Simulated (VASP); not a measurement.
# Li3Ga2Sb3 (Pm-3m) in VASP: a series of runs

The runs below take Li3Ga2Sb3 through single point, relaxation of cell and atoms, with PBE.

All numbers are computed with VASP 6.6.1; they aren't measurements. Logs are shortened: lines on timing, memory, paths and dates and some standing lists are left out, and cuts for length are marked.

### 1 The cell of the first run

The structure is cubic, space group Pm-3m (No. 221). The conventional cell has a = 5.671 Å, b = 5.671 Å, c = 5.671 Å, α = 90.00°, β = 90.00°, γ = 90.00°. Within 3.7 Å of Li (site symmetry 4/mmm) lie 2 Ga at 2.84 Å and 4 Sb at 2.84 Å. Within 3.7 Å of Ga (site symmetry m-3m) lie 6 Sb at 2.84 Å. Within 3.7 Å of Ga (site symmetry m-3m) lie 6 Li at 2.84 Å. Sb (site symmetry 4/mmm) has 4 Li at 2.84 Å and 2 Ga at 2.84 Å within 3.7 Å.

### 2 Single point, PBE

INCAR

```
SYSTEM = Li3Ga2Sb3
ALGO     = Normal         ! electronic algorithm
EDIFF    = 1E-6           ! SCF threshold, eV
ENCUT    = 520            ! plane-wave cutoff, eV
GGA      = PE             ! functional
ISIF     = 2              ! what is computed and relaxed
ISMEAR   = 0              ! smearing method
LASPH    = .True.         ! aspherical terms in the spheres
LCHARG   = .False.        ! write CHGCAR
LREAL    = .False.        ! projectors in reciprocal space
LWAVE    = .False.        ! write WAVECAR
NBANDS   = 35             ! bands
NELM     = 100            ! most SCF steps
PREC     = Accurate       ! precision mode
SIGMA    = 0.1            ! smearing width, eV
```

KPOINTS

```
k-points
0
Gamma
  8 8 8
  0 0 0
```

POSCAR

```
Li3Ga2Sb3
1.0
    5.6705456017      0.0000000000      0.0000000000
    0.0000000000      5.6705456017      0.0000000000
    0.0000000000      0.0000000000      5.6705456017
Li Ga Sb
3 2 3
Direct
    0.0000000000      0.5000000000      0.5000000000
    0.5000000000      0.0000000000      0.5000000000
    0.5000000000      0.5000000000      0.0000000000
    0.0000000000      0.0000000000      0.0000000000
    0.5000000000      0.5000000000      0.5000000000
    0.5000000000      0.0000000000      0.0000000000
    0.0000000000      0.5000000000      0.0000000000
    0.0000000000      0.0000000000      0.5000000000
```

Potentials or basis: VASP PAW PBE potentials, release 64 (Li_sv, Ga_d, Sb).

Started as:

```
cat potpaw_PBE.64/Li_sv/POTCAR potpaw_PBE.64/Ga_d/POTCAR potpaw_PBE.64/Sb/POTCAR > POTCAR
mpirun -np 1 vasp_std > vasp.out
```

OUTCAR:

```text
SYSTEM = Li3Ga2Sb3
   EDIFF = 1E-6
   ENCUT = 520
   GGA = PE
   ISIF = 2
   ISMEAR = 0
   LASPH = .True.
   LREAL = .False.
   NELM = 100
   PREC = Accurate

 ion  position               nearest neighbor table
   1  0.000  0.500  0.500-   7 2.84   8 2.84   7 2.84   8 2.84
   2  0.500  0.000  0.500-   6 2.84   8 2.84   6 2.84   8 2.84
   3  0.500  0.500  0.000-   6 2.84   7 2.84   6 2.84   7 2.84
   4  0.000  0.000  0.000-   6 2.84   7 2.84   8 2.84   8 2.84   7 2.84   6 2.84
   5  0.500  0.500  0.500-
   6  0.500  0.000  0.000-   2 2.84   3 2.84   4 2.84   2 2.84   3 2.84   4 2.84
   7  0.000  0.500  0.000-   1 2.84   3 2.84   4 2.84   1 2.84   4 2.84   3 2.84
   8  0.000  0.000  0.500-   1 2.84   2 2.84   4 2.84   4 2.84   1 2.84   2 2.84

  LATTYP: Found a simple cubic cell.
 ALAT       =     5.6705456017

  Lattice vectors:

 A1 = (   5.6705456017,   0.0000000000,   0.0000000000)
 A2 = (   0.0000000000,   5.6705456017,   0.0000000000)
 A3 = (   0.0000000000,   0.0000000000,   5.6705456017)

Analysis of symmetry for initial positions (statically):
=====================================================================
 Subroutine PRICEL returns:
 Original cell was already a primitive cell.

 Routine SETGRP: Setting up the symmetry group for a
 simple cubic supercell.

 Subroutine GETGRP returns: Found 48 space group operations
 (whereof 48 operations were pure point group operations)
 out of a pool of 48 trial point group operations.

The static configuration has the point symmetry O_h .

Analysis of symmetry for dynamics (positions and initial velocities):
=====================================================================
 Subroutine PRICEL returns:
 Original cell was already a primitive cell.

 Routine SETGRP: Setting up the symmetry group for a
 simple cubic supercell.

 Subroutine GETGRP returns: Found 48 space group operations
 (whereof 48 operations were pure point group operations)
 out of a pool of 48 trial point group operations.

The dynamic configuration has the point symmetry O_h .

 Subroutine INISYM returns: Found 48 space group operations
 (whereof 48 operations are pure point group operations),
 and found     1 'primitive' translations

----------------------------------------------------------------------------------------

                                     Primitive cell

  volume of cell :     182.3369

  direct lattice vectors                    reciprocal lattice vectors
     5.670545602  0.000000000  0.000000000     0.176349874  0.000000000  0.000000000
     0.000000000  5.670545602  0.000000000     0.000000000  0.176349874  0.000000000
     0.000000000  0.000000000  5.670545602     0.000000000  0.000000000  0.176349874

  length of vectors
     5.670545602  5.670545602  5.670545602     0.176349874  0.176349874  0.176349874

  position of ions in fractional coordinates (direct lattice)
     0.000000000  0.500000000  0.500000000
     0.500000000  0.000000000  0.500000000
     0.500000000  0.500000000  0.000000000
     0.000000000  0.000000000  0.000000000
     0.500000000  0.500000000  0.500000000
     0.500000000  0.000000000  0.000000000
     0.000000000  0.500000000  0.000000000
     0.000000000  0.000000000  0.500000000

  ion indices of the primitive-cell ions
   primitive index   ion index
                 1           1
                 2           2
                 3           3
                 4           4
                 5           5
                 6           6
                 7           7
                 8           8

----------------------------------------------------------------------------------------

 KPOINTS: k-points

Automatic generation of k-mesh.
 Grid dimensions read from file:
 generate k-points for:    8    8    8

 Generating k-lattice:

  Cartesian coordinates                     Fractional coordinates (reciprocal lattice)
     0.022043734  0.000000000  0.000000000     0.125000000  0.000000000  0.000000000
     0.000000000  0.022043734  0.000000000     0.000000000  0.125000000  0.000000000
     0.000000000  0.000000000  0.022043734     0.000000000  0.000000000  0.125000000

  Length of vectors
     0.022043734  0.022043734  0.022043734

  Shift w.r.t. Gamma in fractional coordinates (k-lattice)
     0.000000000  0.000000000  0.000000000

 Subroutine IBZKPT returns following result:
 ===========================================

 Found     35 irreducible k-points:

 Following reciprocal coordinates:
            Coordinates               Weight
  0.000000  0.000000  0.000000      1.000000
  0.125000  0.000000  0.000000      6.000000
  0.250000  0.000000  0.000000      6.000000
  0.375000  0.000000  0.000000      6.000000
  0.500000  0.000000  0.000000      3.000000
  0.125000  0.125000  0.000000     12.000000
[... 16 lines left out ...]
  0.375000  0.375000  0.125000     24.000000
  0.500000  0.375000  0.125000     24.000000
 [... further k-points ...]
   k-points           NKPTS =     35   k-points in BZ     NKDIM =     35   number of bands    NBANDS=     35
   number of dos      NEDOS =    301   number of ions     NIONS =      8
   total plane-waves  NPLWV =  74088
   dimension x,y,z NGX =    42 NGY =   42 NGZ =   42
   dimension x,y,z NGXF=    84 NGYF=   84 NGZF=   84
   ions per type =               3   2   3
   NGX,Y,Z   is equivalent  to a cutoff of  12.31, 12.31, 12.31 a.u.
   NGXF,Y,Z  is equivalent  to a cutoff of  24.63, 24.63, 24.63 a.u.
 SYSTEM =  Li3Ga2Sb3
   PREC   = accura    normal or accurate (medium, high low for compatibility)
   ISTART =      0    job   : 0-new  1-cont  2-samecut
   ICHARG =      2    charge: 1-file 2-atom 10-const
   ISPIN  =      1    spin polarized calculation?
   LNONCOLLINEAR =      F non collinear calculations
   LSORBIT =      F    spin-orbit coupling
   LASPH  =      T    aspherical Exc in radial PAW
   ENCUT  =  520.0 eV  38.22 Ry    6.18 a.u.  10.54 10.54 10.54*2*pi/ulx,y,z
   NELM   =    100;   NELMIN=  2; NELMDL= -5     # of ELM steps
   EDIFF  = 0.1E-05   stopping-criterion for ELM
   LREAL  =      F    real-space projection
   EDIFFG = 0.1E-04   stopping-criterion for IOM
   NSW    =      0    number of steps for IOM
   IBRION =     -1    ionic relax: 0-MD 1-quasi-New 2-CG
   NFREE  =      0    steps in history (QN), initial steepest desc. (CG)
   ISIF   =      2    stress and relaxation
   ISYM   =      2    0-nonsym 1-usesym 2-fastsym
   POTIM  = 0.5000    time-step for ionic-motion
   TEBEG  =    0.0;   TEEND  =   0.0 temperature during run
   PSTRESS=    0.0 pullay stress
   NELECT =      50.0000    total number of electrons
   NUPDOWN=      -1.0000    fix difference up-down
   EMIN   =  10.00;   EMAX   =-10.00  energy-range for DOS
   EFERMI =   0.00;   METHOD = LEGACY
   ISMEAR =     0;   SIGMA  =   0.10  broadening in eV -4-tet -1-fermi 0-gaus
   EFERMI_NEDOS =   21; number of points for ismear=-14 and -15
   IALGO  =     38    algorithm
   IMIX   =      4    mixing-type and parameters
     AMIX     =   0.40;   BMIX     =  1.00
     AMIX_MAG =   1.60;   BMIX_MAG =  1.00
  volume/ion in A,a.u.               =      22.79       153.81
  Fermi-wavevector in a.u.,A,eV,Ry     =   1.063588  2.009889 15.391167  1.131219
  Thomas-Fermi vector in A             =   2.199078
   LORBIT       =      0    0 simple, 1 ext, 2 COOP (PROOUT), +10 PAW based schemes
   GGA     = PE    functional components
   LHFCALC =     F    Hartree Fock is set to
   AEXX    =    0.0000 exact exchange contribution
   IVDW    =     0    specifies the selected vdW correction
   LEPSILON=     F    determine dielectric tensor
   LRPA    =     F    only Hartree local field effects (RPA)
 non-spin polarized calculation
 Gauss-broadening in eV      SIGMA  =   0.10
  energy-cutoff  :      520.00
  volume of cell :      182.34
 maximum number of plane-waves:      4945
   NGX = 21   NGY = 21   NGZ = 21

 number of electron      50.0000032 magnetization

 Free energy of the ion-electron system (eV)
  ---------------------------------------------------
  ext. energy  EPLUGINS =         0.00000000
  ---------------------------------------------------
  free energy    TOTEN  =       -24.23393041 eV

  energy without entropy =      -24.20780597  energy(sigma->0) =      -24.22086819

 E-fermi :   4.5562     XC(G=0):  -9.2195

 val. band max:        4.5464101435   @ k =   0.2500   0.2500   0.2500
 cond. band min:       4.5628233027   @ k =   0.5000   0.3750   0.0000
 fundamental gap:      0.0164131592
 Fermi energy:         4.5562093670

 k-point     1 :       0.0000    0.0000    0.0000
  band No.  band energies     occupation
      1     -41.5820      2.00000
      2     -41.5812      2.00000
      3     -41.5812      2.00000
      4     -10.7498      2.00000
      5     -10.7498      2.00000
      6     -10.7314      2.00000
[... 27 lines left out ...]
     34       8.4945      0.00000
     35       8.4945      0.00000

 k-point     2 :       0.1250    0.0000    0.0000
  band No.  band energies     occupation
      1     -41.5820      2.00000
      2     -41.5812      2.00000
      3     -41.5812      2.00000
      4     -10.7499      2.00000
      5     -10.7498      2.00000
      6     -10.7315      2.00000
[... 27 lines left out ...]
     34       8.8249      0.00000
     35       8.8249      0.00000

 k-point     3 :       0.2500    0.0000    0.0000
  band No.  band energies     occupation
      1     -41.5819      2.00000
      2     -41.5813      2.00000
      3     -41.5812      2.00000
      4     -10.7502      2.00000
      5     -10.7498      2.00000
      6     -10.7316      2.00000
[... 27 lines left out ...]
     34       9.7428      0.00000
     35       9.7428      0.00000
[... 723 lines left out ...]
 k-point    23 :       0.3750    0.3750    0.1250
  band No.  band energies     occupation
      1     -41.5816      2.00000
      2     -41.5814      2.00000
      3     -41.5814      2.00000
      4     -10.7506      2.00000
      5     -10.7501      2.00000
      6     -10.7321      2.00000
[... 27 lines left out ...]
     34      10.0348      0.00000
     35      10.5172      0.00000

 k-point    24 :       0.5000    0.3750    0.1250
  band No.  band energies     occupation
      1     -41.5816      2.00000
      2     -41.5815      2.00000
      3     -41.5814      2.00000
      4     -10.7507      2.00000
      5     -10.7501      2.00000
      6     -10.7322      2.00000
[... 27 lines left out ...]
     34      10.0422      0.00000
     35      10.3831      0.00000

 [... further k-points ...]

------------------------ aborting loop because EDIFF is reached ----------------------------------------

  FORCE on cell =-STRESS in cart. coord.  units (eV):
  Direction    XX          YY          ZZ          XY          YZ          ZX
  --------------------------------------------------------------------------------------
  -------------------------------------------------------------------------------------
  Total       -0.0434103     -0.0434103     -0.0434103     -0.0000000      0.0000000     -0.0000000
  in kB       -0.3814424     -0.3814424     -0.3814424     -0.0000000      0.0000000     -0.0000000
  external PRESSURE =      -0.3814424 kB  Pullay stress =       0.0000000 kB

 VOLUME and BASIS-vectors are now :
 -----------------------------------------------------------------------------
  energy-cutoff  :      520.00
  volume of cell :      182.34
      direct lattice vectors                 reciprocal lattice vectors
     5.670545602  0.000000000  0.000000000     0.176349874  0.000000000  0.000000000
     0.000000000  5.670545602  0.000000000     0.000000000  0.176349874  0.000000000
     0.000000000  0.000000000  5.670545602     0.000000000  0.000000000  0.176349874

 POSITION                                       TOTAL-FORCE (eV/Angst)
 -----------------------------------------------------------------------------------
      0.00000      2.83527      2.83527         0.000000      0.000000      0.000000
      2.83527      0.00000      2.83527         0.000000      0.000000      0.000000
      2.83527      2.83527      0.00000         0.000000      0.000000      0.000000
      0.00000      0.00000      0.00000         0.000000      0.000000      0.000000
      2.83527      2.83527      2.83527         0.000000      0.000000      0.000000
      2.83527      0.00000      0.00000         0.000000      0.000000      0.000000
      0.00000      2.83527      0.00000         0.000000      0.000000      0.000000
      0.00000      0.00000      2.83527         0.000000      0.000000      0.000000
 -----------------------------------------------------------------------------------
    total drift:                                0.000000      0.000000     -0.000000

  FREE ENERGIE OF THE ION-ELECTRON SYSTEM (eV)
  ---------------------------------------------------
  free  energy   TOTEN  =       -24.2339304052 eV

  energy  without entropy=      -24.2078059737  energy(sigma->0) =      -24.22086819
```

Wall time 90 s (1 thread of Intel Xeon 6975P-C (Granite Rapids), shared host); peak memory 0.37 GiB.

Results:

```yaml
Free_energy: -24.2339 eV
Band_gap_on_the_k_mesh: zero (band 25 reaches 5.87 eV, above the bottom of band 26 at 3.79 eV)
```

Levels at points of the mesh, in eV from the Fermi level:
```
           k point  band 22  band 23  band 24  band 25  band 26  band 27  band 28  band 29
(0.00, 0.00, 0.00)    -0.79    -0.79    -0.79    -0.77    -0.77    -0.77     2.36     2.36
(0.50, 0.00, 0.00)    -2.15    -0.98    -0.69    -0.29    -0.29     0.34     1.20     1.20
(0.50, 0.50, 0.00)    -1.77    -1.61    -1.61    -0.21     0.79     1.16     1.76     1.76
(0.50, 0.50, 0.50)     0.94     0.94     1.31     1.31     1.31     2.69     2.69     2.69
```

Caveat: the cutoff is under 1.25 times the usual one of these potentials, so pressure, stress and relaxed cells hold a basis-set (Pulay) error; spin-orbit coupling is left out, which moves the levels of the heavy elements.

### 3 Relaxation of cell and atoms, PBE

This run uses another cell than the first one, of 22.71 Å³/atom, 0.996 times its volume.

INCAR

```
SYSTEM = Li3Ga2Sb3
  PREC = Accurate
  ENCUT = 600
  EDIFF = 1E-7
  ISMEAR = 0
  SIGMA = 0.1
  LREAL = .False.
  LASPH = .True.
  NELM = 100
  ALGO = Normal
  ISIF = 3
  LWAVE = .False.
  LCHARG = .False.
  GGA = PE
  IBRION = 2
  NSW = 100
  EDIFFG = -0.01
```

KPOINTS

```
Automatic mesh
0
Gamma
  8 8 8
  0 0 0
```

Edit POSCAR of step 2 so:

```diff
@@ -2,5 +2,5 @@
 1.0
-    5.6705456017      0.0000000000      0.0000000000
-    0.0000000000      5.6705456017      0.0000000000
-    0.0000000000      0.0000000000      5.6705456017
+    5.6637204003      0.0000000000      0.0000000000
+    0.0000000000      5.6637204003      0.0000000000
+    0.0000000000      0.0000000000      5.6637204003
 Li Ga Sb
```

Potentials or basis: VASP PAW PBE potentials, release 64 (Li_sv, Ga_d, Sb).

Started as:

```
cat potpaw_PBE.64/Li_sv/POTCAR potpaw_PBE.64/Ga_d/POTCAR potpaw_PBE.64/Sb/POTCAR > POTCAR
mpirun -np 1 vasp_std > vasp.out
```

Run time: 2.7 min. Hardware: 1 thread of Intel Xeon 6975P-C (Granite Rapids), shared host; peak memory 0.48 GiB.

The run converged. Its results:

```
Free energy                            : -24.2327 eV
Relaxed volume                         : 22.76 Å³/atom
Relaxed cell                           : a = 5.668 Å, b = 5.668 Å, c = 5.668 Å, α = 90.00°, β = 90.00°, γ = 90.00°
Space group after relaxing (to 0.05 Å) : Pm-3m (No. 221)
Energy gained by relaxing              : 0.0 meV/atom
Ionic steps                            : 2
Pressure after relaxing                : 0.0 GPa
Band gap on the k mesh                 : zero (band 25 reaches 5.88 eV, above the bottom of band 26 at 3.80 eV)
```

The path:
```
step  energy change (eV)  largest force (eV/Å)  pressure (GPa)  volume (Å³)
   1              0.0000                0.0000            0.10       181.68
   2             -0.0001                0.0000            0.03       182.05
```

Final structure:
```xyz
8
Lattice="5.6676 0.0000 0.0000 0.0000 5.6676 0.0000 0.0000 0.0000 5.6676" Properties=species:S:1:pos:R:3 pbc="T T T"
Li    0.0000    2.8338    2.8338
Li    2.8338    0.0000    2.8338
Li    2.8338    2.8338    0.0000
Ga    0.0000    0.0000    0.0000
Ga    2.8338    2.8338    2.8338
Sb    2.8338    0.0000    0.0000
Sb    0.0000    2.8338    0.0000
Sb    0.0000    0.0000    2.8338
```

Levels at points of the mesh, in eV from the Fermi level:
```csv
k point,band 23,band 24,band 25,band 26,band 27,band 28
"(0.00, 0.00, 0.00)",-0.79,-0.79,-0.77,-0.77,-0.77,2.37
"(0.50, 0.00, 0.00)",-0.98,-0.69,-0.29,-0.29,0.34,1.20
"(0.50, 0.50, 0.00)",-1.61,-1.61,-0.21,0.79,1.16,1.76
"(0.50, 0.50, 0.50)",0.94,1.31,1.31,1.31,2.69,2.69
```

Caveat: the cutoff is under 1.25 times the usual one of these potentials, so pressure, stress and relaxed cells hold a basis-set (Pulay) error; spin-orbit coupling is left out, which moves the levels of the heavy elements.

[end of part 1 of 2]
